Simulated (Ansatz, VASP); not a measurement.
Two plane-wave programs on Tl

```xyz
2
Lattice="3.4560 0.0000 0.0000 -1.7280 2.9930 0.0000 0.0000 0.0000 5.5250" Properties=species:S:1:pos:R:3 pbc="T T T"
Tl    1.7280    0.9977    4.1438
Tl    0.0000    1.9953    1.3813
```

Alike in both runs: functional PBEsol; k mesh 9 × 9 × 5; occupations fermi-dirac, width 0.05 eV; non-collinear spin, spin-orbit coupling.

|  | VASP | Ansatz |
| --- | --- | --- |
| version | VASP 6.6.1 | Ansatz 0.2.0 |
| potentials or method | VASP PAW PBE potentials, release 64 (Tl_d) | Ansatz PAW |
| plane-wave cutoff (eV) | 520 | 420 |
| valence electrons in the cell | 26 | 26 |
| task | single point | band structure |

```tsv
	VASP	Ansatz	Ansatz less VASP
pressure (GPa)	-0.3	-0.4	-0.14
traceless stress, the component that is largest in VASP (GPa)	0.94	0.96	+0.024
net moment per atom (μB)	0.00	0.00	0.000
```

VASP's potentials were made for PBE, not for PBEsol. With one functional, cell and mesh, what is left measures potentials, basis and numerics.
